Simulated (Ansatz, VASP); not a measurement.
Two plane-wave programs on C

```
C
1.0
    -3.29307    3.29307    1.69327
     3.29307   -3.29307    1.69327
     3.29307    3.29307   -1.69327
C
8
Cartesian
  0.0000 5.5542 0.1313
  0.0000 1.0320 0.1313
  1.0320 3.2931 0.9779
  -1.0320 3.2931 0.9779
  0.0000 2.2611 0.7154
  0.0000 4.3250 0.7154
  2.2611 3.2931 1.5620
  -2.2611 3.2931 1.5620
```

Alike in both runs: functional PBE; k mesh 12 × 12 × 12; occupations gaussian, width 0.01 eV; no spin polarisation.

Ansatz relaxed the structure, and its values are those at the end. VASP's run is a single point on that final structure, the one shown.

|  | VASP | Ansatz |
| --- | --- | --- |
| version | VASP 6.6.1 | Ansatz 0.2.0 |
| potentials or method | VASP PAW PBE potentials, release 64 (C), cutoff 600 eV | scalar-relativistic, plane waves, PAW |
| valence electrons in the cell | 32 | 32 |

Ansatz gave:

```
gap on the k mesh at the Fermi level (eV) : 0.10
least direct gap on the mesh (eV)         : 0.19
pressure (GPa)                            : 0.0
rms of the force components (eV/Å)        : 0.003
```

Problem. What did VASP give for the same quantities?

Solution. gap on the k mesh at the Fermi level (eV): 0.10; least direct gap on the mesh (eV): 0.19; pressure (GPa): -0.1; rms of the force components (eV/Å): 0.010.
